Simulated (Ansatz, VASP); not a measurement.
Two plane-wave programs on Si3N

```
Si N
1.0
     3.81552    0.00000    0.00000
    -1.90776    3.30433    0.00000
     0.00000    0.00000   25.79138
Si N
6 2
Direct
  0.66667 0.33333 0.15509
  0.33333 0.66667 0.18598
  0.33333 0.66667 0.27748
  0.66667 0.33333 0.30703
  0.66667 0.33333 0.39974
  0.33333 0.66667 0.42616
  0.33333 0.66667 0.54636
  0.33333 0.66667 0.58901
```

Alike in both runs: task single point; functional PBE; dispersion D3(BJ); k mesh 9 × 9 × 1; occupations gaussian, width 0.05 eV; no spin polarisation.

```csv
,VASP,Ansatz
version,VASP 6.6.1,Ansatz 0.2.0
potentials or method,"VASP PAW PBE potentials, release 64 (Si, N), cutoff 520 eV","scalar-relativistic, plane waves, PAW"
valence electrons in the cell,34,34
```

Ansatz gave:

```
gap on the k mesh at the Fermi level (eV) : none
rms of the force components (eV/Å)        : 0.188
```

Q: Which values does VASP return?

A: gap on the k mesh at the Fermi level (eV): none; rms of the force components (eV/Å): 0.622.

Atom by atom the forces differ by 0.519 eV/Å (rms over components). A gap of «none» marks a metal or a gap that the smearing closes. One of these differences is far larger than is usual between the two programs; its cause wasn't traced.

Noted on VASP's run: the standard files for N, O and F lose accuracy on very short bonds.
